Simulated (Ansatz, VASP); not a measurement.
**HfPt2 in VASP and in Ansatz**

```xyz
6
Lattice="5.5937 0.0000 0.0000 0.0000 5.5937 0.0000 0.0000 0.0000 4.5646" Properties=species:S:1:pos:R:3 pbc="T T T"
Hf    0.0000    0.0000    0.0000
Hf    2.7968    2.7968    2.2823
Pt    1.8175    1.8175    0.0000
Pt    0.9793    4.6144    2.2823
Pt    3.7761    3.7761    0.0000
Pt    4.6144    0.9793    2.2823
```

Alike in both runs: functional PBE; k mesh 6 × 6 × 8; occupations gaussian, width 0.1 eV; no spin polarisation.

Ansatz relaxed the structure, and its values are those at the end. VASP's run is a single point on that final structure, the one shown.

```csv
,VASP,Ansatz
version,VASP 6.6.1,Ansatz 0.2.0
potentials or method,"VASP PAW PBE potentials, release 64 (Hf_pv, Pt), cutoff 520 eV","scalar-relativistic, plane waves, PAW"
valence electrons in the cell,60,124
```

```tsv
	VASP	Ansatz	Ansatz less VASP
gap on the k mesh at the Fermi level (eV)	none	none	-
pressure (GPa)	-0.7	0.0	+0.71
rms of the force components (eV/Å)	0.005	0.002	-0.0024
```

A gap of «none» marks a metal or a gap that the smearing closes. With one functional, cell and mesh, what is left measures potentials, basis and numerics. VASP's potentials hold 60 valence electrons a cell and Ansatz's 124, so a difference there can come from the potentials and not from the codes.

Spin-orbit coupling is off throughout.
